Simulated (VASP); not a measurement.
Input of a VASP 6.6.1 run:

The input INCAR:

```
PREC = Accurate
ENCUT = 520
EDIFF = 1E-6
ISMEAR = -1
SIGMA = 0.02
LREAL = F
LASPH = T
NELM = 60
ALGO = Normal
ISIF = 2
LWAVE = F
LCHARG = F
GGA = PE
NBANDS = 11
```

Contents of KPOINTS:

```
regular mesh
0
Gamma
  10 10 10
```

POSCAR

```
MgO
1.0
    2.7482204712      0.0000000000      0.0000000000
    0.0000000000      2.7482204712      0.0000000000
    0.0000000000      0.0000000000      2.6233490561
Mg O
1 1
Direct
    0.0000000000      0.0000000000      0.0000000000
    0.5000000000      0.5000000000      0.5000000000
```

Potentials or basis: VASP PAW PBE potentials, release 64 (Mg, O).

Run with:

```bash
$ cat potpaw_PBE.64/Mg/POTCAR potpaw_PBE.64/O/POTCAR > POTCAR
$ mpirun -np 1 vasp_std > vasp.out
```

(1) Estimate the band gap on the k mesh.

(2) Predict the pressure.

Answers

(1) 1.45 eV, indirect (least direct gap 2.22 eV).

(2) -6.8 GPa.

Caveat: the cell differs from its parent crystal (biaxial xy strain +4.8%).
